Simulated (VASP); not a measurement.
# MgH2 (P-3m1) in VASP: notebook, part 2 of 2

VASP 6.6.1. The steps go on from the part before.

**3. Relaxation of cell and atoms, PBE**

This run uses another cell than the first one, of 12.08 Å³/atom, 0.877 times its volume.

INCAR

```
SYSTEM = MgH2
PREC = Accurate
ENCUT = 600
EDIFF = 1E-6
ISMEAR = 0
SIGMA = 0.02
LREAL = .FALSE.
LASPH = .TRUE.
NELM = 60
ALGO = Normal
ISIF = 3
LWAVE = .FALSE.
LCHARG = .FALSE.
GGA = PE
IBRION = 2
NSW = 100
EDIFFG = -0.01
```

KPOINTS

```
Automatic mesh
0
G
  12 12 6
  0 0 0
```

POSCAR

```
MgH2
1.0
    3.0137309686      0.0000000000      0.0000000000
   -1.5068654843      2.6099675790      0.0000000000
    0.0000000000      0.0000000000      4.6069080180
Mg H
1 2
Direct
    0.0000000000      0.0000000000      0.0000000000
    0.6666666667      0.3333333333      0.7982205417
    0.3333333333      0.6666666667      0.2017794583
```

Potentials or basis: VASP PAW PBE potentials, release 64 (Mg, H).

Command:

```console
$ cat potpaw_PBE.64/Mg/POTCAR potpaw_PBE.64/H/POTCAR > POTCAR
$ mpirun -np 1 vasp_std > vasp.out
```

OUTCAR:

```text
SYSTEM = MgH2
   PREC = Accurate
   ENCUT = 600
   EDIFF = 1E-6
   ISMEAR = 0
   LREAL = .FALSE.
   LASPH = .TRUE.
   NELM = 60
   ISIF = 3
   GGA = PE
   IBRION = 2
   NSW = 100
   EDIFFG = -0.01

 ion  position               nearest neighbor table
   1  0.000  0.000  0.000-   2 1.97   3 1.97   2 1.97   3 1.97   2 1.97   3 1.97
   2  0.667  0.333  0.798-   1 1.97   1 1.97   1 1.97
   3  0.333  0.667  0.202-   1 1.97   1 1.97   1 1.97

  LATTYP: Found a hexagonal cell.
 ALAT       =     3.0137309686
 C/A-ratio  =     1.5286394393

  Lattice vectors:

 A1 = (   3.0137309686,   0.0000000000,   0.0000000000)
 A2 = (  -1.5068654843,   2.6099675790,   0.0000000000)
 A3 = (   0.0000000000,   0.0000000000,   4.6069080180)

Analysis of symmetry for initial positions (statically):
=====================================================================
 Subroutine PRICEL returns:
 Original cell was already a primitive cell.

 Routine SETGRP: Setting up the symmetry group for a
 hexagonal supercell.

 Subroutine GETGRP returns: Found 12 space group operations
 (whereof 12 operations were pure point group operations)
 out of a pool of 24 trial point group operations.

The static configuration has the point symmetry D_3d.

Analysis of symmetry for dynamics (positions and initial velocities):
=====================================================================
 Subroutine PRICEL returns:
 Original cell was already a primitive cell.

 Routine SETGRP: Setting up the symmetry group for a
 hexagonal supercell.

 Subroutine GETGRP returns: Found 12 space group operations
 (whereof 12 operations were pure point group operations)
 out of a pool of 24 trial point group operations.

The dynamic configuration has the point symmetry D_3d.

 Subroutine INISYM returns: Found 12 space group operations
 (whereof 12 operations are pure point group operations),
 and found     1 'primitive' translations

----------------------------------------------------------------------------------------

                                     Primitive cell

  volume of cell :      36.2367

  direct lattice vectors                    reciprocal lattice vectors
     3.013730969  0.000000000  0.000000000     0.331814621  0.191573261  0.000000000
    -1.506865484  2.609967579  0.000000000     0.000000000  0.383146522  0.000000000
     0.000000000  0.000000000  4.606908018     0.000000000  0.000000000  0.217065328

  length of vectors
     3.013730969  3.013730969  4.606908018     0.383146522  0.383146522  0.217065328

  position of ions in fractional coordinates (direct lattice)
     0.000000000  0.000000000  0.000000000
     0.666666667  0.333333333  0.798220542
     0.333333333  0.666666667  0.201779458

  ion indices of the primitive-cell ions
   primitive index   ion index
                 1           1
                 2           2
                 3           3

----------------------------------------------------------------------------------------

 KPOINTS: Automatic mesh

[... 62 lines left out ...]
   LNONCOLLINEAR =      F non collinear calculations
   LSORBIT =      F    spin-orbit coupling
   LASPH  =      T    aspherical Exc in radial PAW
   ENCUT  =  600.0 eV  44.10 Ry    6.64 a.u.   6.02  6.02  9.20*2*pi/ulx,y,z
   NELM   =     60;   NELMIN=  2; NELMDL= -5     # of ELM steps
   EDIFF  = 0.1E-05   stopping-criterion for ELM
   LREAL  =      F    real-space projection
   EDIFFG = -.1E-01   stopping-criterion for IOM
   NSW    =    100    number of steps for IOM
   IBRION =      2    ionic relax: 0-MD 1-quasi-New 2-CG
   NFREE  =      1    steps in history (QN), initial steepest desc. (CG)
   ISIF   =      3    stress and relaxation
   ISYM   =      2    0-nonsym 1-usesym 2-fastsym
   POTIM  = 0.5000    time-step for ionic-motion
   TEBEG  =    0.0;   TEEND  =   0.0 temperature during run
   PSTRESS=    0.0 pullay stress
   NELECT =       4.0000    total number of electrons
   NUPDOWN=      -1.0000    fix difference up-down
   EMIN   =  10.00;   EMAX   =-10.00  energy-range for DOS
   EFERMI =   0.00;   METHOD = LEGACY
   ISMEAR =     0;   SIGMA  =   0.02  broadening in eV -4-tet -1-fermi 0-gaus
   EFERMI_NEDOS =   21; number of points for ismear=-14 and -15
   IALGO  =     38    algorithm
   IMIX   =      4    mixing-type and parameters
     AMIX     =   0.40;   BMIX     =  1.00
     AMIX_MAG =   1.60;   BMIX_MAG =  1.00
  volume/ion in A,a.u.               =      12.08        81.51
  Fermi-wavevector in a.u.,A,eV,Ry     =   0.785317  1.484034  8.391028  0.616723
  Thomas-Fermi vector in A             =   1.889629
   LORBIT       =      0    0 simple, 1 ext, 2 COOP (PROOUT), +10 PAW based schemes
   GGA     = PE    functional components
   LHFCALC =     F    Hartree Fock is set to
   AEXX    =    0.0000 exact exchange contribution
   IVDW    =     0    specifies the selected vdW correction
   LEPSILON=     F    determine dielectric tensor
   LRPA    =     F    only Hartree local field effects (RPA)
 conjugate gradient relaxation of ions
 non-spin polarized calculation
 Gauss-broadening in eV      SIGMA  =   0.02
  energy-cutoff  :      600.00
  volume of cell :       36.24
 maximum number of plane-waves:      1226
   NGX = 13   NGY = 13   NGZ = 19

--------------------------------------- Ionic step        1  -------------------------------------------

 number of electron       4.0000000 magnetization

 Free energy of the ion-electron system (eV)
  ---------------------------------------------------
  ext. energy  EPLUGINS =         0.00000000
  ---------------------------------------------------
  free energy    TOTEN  =        -8.64780283 eV

  energy without entropy =       -8.64780283  energy(sigma->0) =       -8.64780283

------------------------ aborting loop because EDIFF is reached ----------------------------------------

  FORCE on cell =-STRESS in cart. coord.  units (eV):
  Direction    XX          YY          ZZ          XY          YZ          ZX
  --------------------------------------------------------------------------------------
  -------------------------------------------------------------------------------------
  Total        0.0172520      0.0172520      0.1161860      0.0000000      0.0000000      0.0000000
  in kB        0.7627822      0.7627822      5.1370656      0.0000000      0.0000000      0.0000000
  external PRESSURE =       2.2208766 kB  Pullay stress =       0.0000000 kB
[... 92 lines left out ...]
  FREE ENERGIE OF THE ION-ELECTRON SYSTEM (eV)
  ---------------------------------------------------
  free  energy   TOTEN  =        -8.6483392059 eV

  energy  without entropy=       -8.6483392059  energy(sigma->0) =       -8.64833921

[... ionic steps 4 to 12 ...]

--------------------------------------- Ionic step       13  -------------------------------------------

 number of electron       4.0000000 magnetization

------------------------ aborting loop because EDIFF is reached ----------------------------------------
[... 69 lines left out ...]
--------------------------------------- Ionic step       15  -------------------------------------------

 number of electron       3.9999999 magnetization

 Free energy of the ion-electron system (eV)
  ---------------------------------------------------
  ext. energy  EPLUGINS =         0.00000000
  ---------------------------------------------------
  free energy    TOTEN  =        -8.65242579 eV

  energy without entropy =       -8.65242579  energy(sigma->0) =       -8.65242579

 E-fermi :  -2.0058     XC(G=0):  -7.1303

 val. band max:       -2.1501245261   @ k =   0.2500   0.1667   0.0000
 cond. band min:       2.3607688476   @ k =   0.4167  -0.0000   0.3333
 fundamental gap:      4.5108933738
 Fermi energy:        -2.0058258350

 k-point     1 :       0.0000    0.0000    0.0000
  band No.  band energies     occupation
      1      -7.8720      2.00000
      2      -3.1295      2.00000
      3       3.0927      0.00000
      4      10.4533      0.00000
      5      12.2947      0.00000
      6      12.9662      0.00000
[... 199 lines left out ...]
 k-point    24 :       0.0000    0.1667    0.1667
  band No.  band energies     occupation
      1      -7.2778      2.00000
      2      -3.0074      2.00000
      3       4.1715      0.00000
      4       7.1745      0.00000
      5       9.7595      0.00000
      6      11.5178      0.00000

 [... further k-points ...]

------------------------ aborting loop because EDIFF is reached ----------------------------------------

  FORCE on cell =-STRESS in cart. coord.  units (eV):
  Direction    XX          YY          ZZ          XY          YZ          ZX
  --------------------------------------------------------------------------------------
  -------------------------------------------------------------------------------------
  Total        0.0043244      0.0043244      0.0043772     -0.0000000      0.0000000      0.0000000
  in kB        0.1741448      0.1741448      0.1762722     -0.0000000      0.0000000      0.0000000
  external PRESSURE =       0.1748539 kB  Pullay stress =       0.0000000 kB
[... 18 lines left out ...]
  FREE ENERGIE OF THE ION-ELECTRON SYSTEM (eV)
  ---------------------------------------------------
  free  energy   TOTEN  =        -8.6524257945 eV

  energy  without entropy=       -8.6524257945  energy(sigma->0) =       -8.65242579

 reached required accuracy - stopping structural energy minimisation
```

CONTCAR:

```text
MgH2
   1.00000000000000
     3.0139247379275269    0.0000000000000000   -0.0000000000000000
    -1.5069623689637635    2.6101353881601059   -0.0000000000000000
     0.0000000000000000   -0.0000000000000001    5.0573953206754449
  Mg              H
     1     2
Direct
     0.0000000000000000    0.0000000000000000    0.0000000000000000
     0.6666666667000030    0.3333333332999970    0.8156701403620171
     0.3333333332999970    0.6666666667000030    0.1843298596379831

  0.00000000E+00  0.00000000E+00  0.00000000E+00
  0.00000000E+00  0.00000000E+00  0.00000000E+00
  0.00000000E+00  0.00000000E+00  0.00000000E+00
```

It took 72 s on 1 thread of Intel Xeon 6975P-C (Granite Rapids), shared host; peak memory 0.17 GiB.

Results:

* Free energy: -8.6524 eV
* Relaxed volume: 13.26 Å³/atom
* Relaxed cell: a = 3.014 Å, b = 3.014 Å, c = 5.057 Å, α = 90.00°, β = 90.00°, γ = 120.00°
* Space group after relaxing (to 0.05 Å): P-3m1 (No. 164)
* Energy gained by relaxing: 1.5 meV/atom
* Ionic steps: 15
* Pressure after relaxing: 0.0 GPa
* Band gap on the k mesh: 4.51 eV, indirect (least direct gap 4.89 eV)

The path:
| step | energy change (eV) | largest force (eV/Å) | pressure (GPa) | volume (Å³) |
| --- | --- | --- | --- | --- |
| 1 | 0.0000 | 0.0033 | 0.22 | 36.24 |
| 2 | -0.0002 | 0.0052 | 0.14 | 36.32 |
| 3 | -0.0005 | 0.0304 | -0.08 | 36.59 |
| 4 | -0.0006 | 0.0383 | -0.15 | 36.67 |
| 5 | -0.0007 | 0.0389 | -0.12 | 36.70 |
| 6 | -0.0011 | 0.0404 | -0.03 | 36.80 |
| 7 | -0.0016 | 0.0435 | 0.16 | 36.99 |
| 8 | -0.0020 | 0.0379 | 0.15 | 37.13 |
| 9 | -0.0029 | 0.0207 | 0.11 | 37.55 |
| 10 | -0.0038 | 0.0151 | 0.07 | 38.40 |
| 11 | -0.0039 | 0.0229 | 0.06 | 38.59 |
| 12 | -0.0043 | 0.0114 | -0.03 | 39.07 |
| 13 | -0.0045 | 0.0046 | -0.15 | 39.77 |
| 14 | -0.0045 | 0.0065 | 0.21 | 39.80 |
| 15 | -0.0046 | 0.0007 | 0.02 | 39.79 |

Final structure:
```
Mg H
1.0
     3.01392    0.00000    0.00000
    -1.50696    2.61014    0.00000
     0.00000    0.00000    5.05740
Mg H
1 2
Direct
  0.00000 0.00000 0.00000
  0.66667 0.33333 0.81567
  0.33333 0.66667 0.18433
```

A k mesh can miss the band edges. PBE gaps usually lie below the measured ones, often by a third to a half.

**4. Single point, PBE**

This run uses another cell than the first one, of 12.08 Å³/atom, 0.877 times its volume.

INCAR

```
SYSTEM = MgH2
  PREC = Accurate
  ENCUT = 600
  EDIFF = 1E-6
  ISMEAR = 0
  SIGMA = 0.1
  LREAL = .False.
  LASPH = .True.
  NELM = 120
  ALGO = Normal
  ISIF = 2
  LWAVE = .False.
  LCHARG = .True.
  GGA = PE
  LELF = .True.
  LVHAR = .True.
  NBANDS = 9
  GGA_COMPAT = .False.
```

KPOINTS

```
regular mesh
0
Gamma
  6 6 4
  0 0 0
```

POSCAR is that of step 3.

Command:

```console
$ cat potpaw_PBE.64/Mg/POTCAR potpaw_PBE.64/H/POTCAR > POTCAR
$ mpirun -np 1 vasp_std > vasp.out
```

Run time: 8.9 s. Hardware: 1 thread of Intel Xeon Platinum 8488C (Sapphire Rapids), shared host; peak memory 0.16 GiB.

Results (log left out):

| Property | Result |
| --- | --- |
| Free energy | -8.6475 eV |
| Pressure | 0.2 GPa |
| Band gap on the k mesh | 4.38 eV, indirect (least direct gap 5.13 eV) |

Forces in eV/Å, atoms in the order of the input:
```
Mg   0.000  0.000  0.000
H    0.000  0.000 -0.003
H    0.000  0.000  0.003
```

Stress tensor (GPa, compression positive):
```
0.08 0.00 0.00
0.00 0.08 0.00
0.00 0.00 0.52
```

Levels at points of the mesh, in eV from the valence-band top:
```csv
k point,band 1,band 2,band 3,band 4,band 5
"(0.00, 0.00, 0.00)",-5.93,-0.71,5.40,12.86,14.60
"(0.50, 0.00, 0.00)",-2.22,-0.76,5.00,7.38,10.28
"(0.00, 0.00, 0.50)",-5.47,-2.22,9.41,11.19,15.05
"(0.50, 0.00, 0.50)",-1.94,-0.75,4.38,5.27,11.72
```

A k mesh can miss the band edges. Expect the measured gap to be larger: semilocal functionals such as PBE lack the derivative discontinuity.

**5. The runs side by side**

| task | cell | k mesh | cutoff (eV) | smearing | gap on the mesh (eV) | pressure (GPa) |
| --- | --- | --- | --- | --- | --- | --- |
| single point | a = 3.019, b = 3.019, c = 5.233 Å, angles 90.0, 90.0, 120.0°, 3 atoms | 12 × 12 × 6 | 520 | gaussian 0.02 eV | 4.58 | -0.2 |
| relaxation of cell and atoms | relaxed from a = 3.014, b = 3.014, c = 4.607 Å, angles 90.0, 90.0, 120.0°, 3 atoms | 12 × 12 × 6 | 600 | gaussian 0.02 eV | 4.51 | 0.0 |
| single point | a = 3.014, b = 3.014, c = 4.607 Å, angles 90.0, 90.0, 120.0°, 3 atoms | 6 × 6 × 4 | 600 | gaussian 0.1 eV | 4.38 | 0.2 |

Alike in all rows: level PBE; potentials or basis VASP PAW PBE potentials, release 64 (Mg, H); no spin polarisation.

Absolute energies hang on the potentials; compare differences alone.
